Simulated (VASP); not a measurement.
# Pd (Fm-3m) in VASP: further runs, part 2 of 2

VASP 6.6.1. The steps go on from the part before.

## 3. Single point, LDA (volume scaled by 1.02)

Contents of INCAR:

```
ALGO = Normal ; EDIFF = 1E-7
ENCUT = 520 ; GGA = CA
ISIF = 2 ; ISMEAR = -1
LASPH = True ; LCHARG = False
LREAL = False ; LWAVE = False
NBANDS = 11 ; NELM = 100
PREC = Accurate ; SIGMA = 0.05
```

Contents of KPOINTS:

```
k-points
0
Gamma
  12 12 12
```

Contents of POSCAR:

```
Pd
1.0
    0.0000000000      1.9593911042      1.9593911042
    1.9593911042      0.0000000000      1.9593911042
    1.9593911042      1.9593911042      0.0000000000
Pd
1
Direct
    0.0000000000      0.0000000000      0.0000000000
```

Potentials or basis: VASP PAW LDA potentials, release 64 (Pd).

Command:

```
cat potpaw_LDA.64/Pd/POTCAR > POTCAR
mpirun -np 1 vasp_std > vasp.out
```

OUTCAR:

```text
EDIFF = 1E-7
   ENCUT = 520
   GGA = CA
   ISIF = 2
   ISMEAR = -1
   LASPH = True
   LREAL = False
   NELM = 100
   PREC = Accurate

 ion  position               nearest neighbor table
   1  0.000  0.000  0.000-

  LATTYP: Found a face centered cubic cell.
 ALAT       =     3.9187822084

  Lattice vectors:

 A1 = (   0.0000000000,   1.9593911042,   1.9593911042)
 A2 = (   1.9593911042,   0.0000000000,   1.9593911042)
 A3 = (   1.9593911042,   1.9593911042,   0.0000000000)

Analysis of symmetry for initial positions (statically):
[... 33 lines left out ...]
                                     Primitive cell

  volume of cell :      15.0450

  direct lattice vectors                    reciprocal lattice vectors
     0.000000000  1.959391104  1.959391104    -0.255181316  0.255181316  0.255181316
     1.959391104  0.000000000  1.959391104     0.255181316 -0.255181316  0.255181316
     1.959391104  1.959391104  0.000000000     0.255181316  0.255181316 -0.255181316

  length of vectors
     2.770997474  2.770997474  2.770997474     0.441987004  0.441987004  0.441987004

  position of ions in fractional coordinates (direct lattice)
     0.000000000  0.000000000  0.000000000

  ion indices of the primitive-cell ions
   primitive index   ion index
                 1           1

----------------------------------------------------------------------------------------

 KPOINTS: k-points

Automatic generation of k-mesh.
 Grid dimensions read from file:
 generate k-points for:   12   12   12

 Generating k-lattice:

  Cartesian coordinates                     Fractional coordinates (reciprocal lattice)
    -0.021265110  0.021265110  0.021265110     0.083333333  0.000000000  0.000000000
     0.021265110 -0.021265110  0.021265110     0.000000000  0.083333333  0.000000000
     0.021265110  0.021265110 -0.021265110     0.000000000  0.000000000  0.083333333

  Length of vectors
     0.036832250  0.036832250  0.036832250

  Shift w.r.t. Gamma in fractional coordinates (k-lattice)
[... 71 lines left out ...]
     AMIX     =   0.40;   BMIX     =  1.00
     AMIX_MAG =   1.60;   BMIX_MAG =  1.00
  volume/ion in A,a.u.               =      15.05       101.53
  Fermi-wavevector in a.u.,A,eV,Ry     =   1.428709  2.699868 27.772330  2.041209
  Thomas-Fermi vector in A             =   2.548741
   LORBIT       =      0    0 simple, 1 ext, 2 COOP (PROOUT), +10 PAW based schemes
   GGA     = CA    functional components
   LHFCALC =     F    Hartree Fock is set to
   AEXX    =    0.0000 exact exchange contribution
   IVDW    =     0    specifies the selected vdW correction
   LEPSILON=     F    determine dielectric tensor
   LRPA    =     F    only Hartree local field effects (RPA)
 non-spin polarized calculation
  energy-cutoff  :      520.00
  volume of cell :       15.05
 maximum number of plane-waves:       419
 NGX is ok and might be reduce to    24
   NGX = 11   NGY = 11   NGZ = 11

 number of electron      10.0000000 magnetization

 number of electron       9.9999999 magnetization

 Free energy of the ion-electron system (eV)
  ---------------------------------------------------
  ext. energy  EPLUGINS =         0.00000000
  ---------------------------------------------------
  free energy    TOTEN  =        -6.47509532 eV

  energy without entropy =       -6.45494436  energy(sigma->0) =       -6.46501984

 E-fermi :   9.2257     XC(G=0): -13.3982

 val. band max:        9.2247765722   @ k =   0.4167   0.4167   0.0000
 cond. band min:       9.2273080731   @ k =   0.4167   0.0000   0.0000
 fundamental gap:      0.0025315009
 Fermi energy:         9.2256526117

 k-point     1 :       0.0000    0.0000    0.0000
  band No.  band energies     occupation
      1       2.1718      2.00000
      2       6.4627      2.00000
      3       6.4627      2.00000
      4       6.4627      2.00000
      5       8.0578      2.00000
      6       8.0578      2.00000
      7      26.3806      0.00000
      8      30.9848      0.00000
      9      30.9848      0.00000
     10      30.9848      0.00000
     11      35.0670      0.00000
[... 309 lines left out ...]
 k-point    24 :      -0.4167    0.1667    0.0000
  band No.  band energies     occupation
      1       4.6467      2.00000
      2       6.0171      2.00000
      3       6.9567      2.00000
      4       7.3572      2.00000
      5       9.0009      1.97793
      6      12.7895      0.00000
      7      16.6174      0.00000
      8      24.8889      0.00000
      9      27.8937      0.00000
     10      28.7812      0.00000
     11      35.1310      0.00000

 [... further k-points ...]
[... 5 lines left out ...]
  --------------------------------------------------------------------------------------
  -------------------------------------------------------------------------------------
  Total       -1.1052172     -1.1052172     -1.1052172     -0.0000000      0.0000000     -0.0000000
  in kB     -117.6968482   -117.6968482   -117.6968482     -0.0000000      0.0000000     -0.0000000
  external PRESSURE =    -117.6968482 kB  Pullay stress =       0.0000000 kB

 VOLUME and BASIS-vectors are now :
 -----------------------------------------------------------------------------
  energy-cutoff  :      520.00
  volume of cell :       15.05
      direct lattice vectors                 reciprocal lattice vectors
     0.000000000  1.959391104  1.959391104    -0.255181316  0.255181316  0.255181316
     1.959391104  0.000000000  1.959391104     0.255181316 -0.255181316  0.255181316
     1.959391104  1.959391104  0.000000000     0.255181316  0.255181316 -0.255181316

 POSITION                                       TOTAL-FORCE (eV/Angst)
 -----------------------------------------------------------------------------------
      0.00000      0.00000      0.00000         0.000000      0.000000     -0.000000
 -----------------------------------------------------------------------------------
    total drift:                               -0.000000      0.000000     -0.000000

  FREE ENERGIE OF THE ION-ELECTRON SYSTEM (eV)
  ---------------------------------------------------
  free  energy   TOTEN  =        -6.4750953227 eV

  energy  without entropy=       -6.4549443636  energy(sigma->0) =       -6.46501984
```

OSZICAR:

```text
N       E                     dE             d eps       ncg     rms          rms(c)
DAV:   1     0.432227375918E+02    0.43223E+02   -0.52683E+03  1584   0.857E+02
DAV:   2    -0.612727452845E+01   -0.49350E+02   -0.47466E+02  1749   0.183E+02
DAV:   3    -0.681536895478E+01   -0.68809E+00   -0.68628E+00  1926   0.230E+01
DAV:   4    -0.681825247222E+01   -0.28835E-02   -0.28832E-02  1912   0.159E+00
DAV:   5    -0.681828250528E+01   -0.30033E-04   -0.30034E-04  2066   0.147E-01    0.769E+00
DAV:   6    -0.649053998508E+01    0.32774E+00   -0.14333E+00  1956   0.957E+00    0.356E+00
DAV:   7    -0.647986307585E+01    0.10677E-01   -0.23244E-02  2079   0.951E-01    0.191E+00
DAV:   8    -0.647512975785E+01    0.47333E-02   -0.17798E-03  1974   0.433E-01    0.956E-02
DAV:   9    -0.647509388845E+01    0.35869E-04   -0.27683E-04  2201   0.140E-01    0.220E-02
DAV:  10    -0.647509544122E+01   -0.15528E-05   -0.11289E-05  1962   0.323E-02    0.870E-03
DAV:  11    -0.647509532150E+01    0.11972E-06   -0.25215E-07  1993   0.488E-03    0.953E-04
DAV:  12    -0.647509532273E+01   -0.12300E-08   -0.13433E-08  1317   0.847E-04
   1 F= -.64750953E+01 E0= -.64650198E+01  d E =-.201510E-01
```

It took 4.9 s on 1 thread of Intel Xeon 6975P-C (Granite Rapids), shared host; peak memory 0.13 GiB.

Results:

* Free energy: -6.4751 eV
* Pressure: -11.8 GPa
* Band gap on the k mesh: zero (band 5 reaches 9.52 eV, above the bottom of band 6 at 7.99 eV)
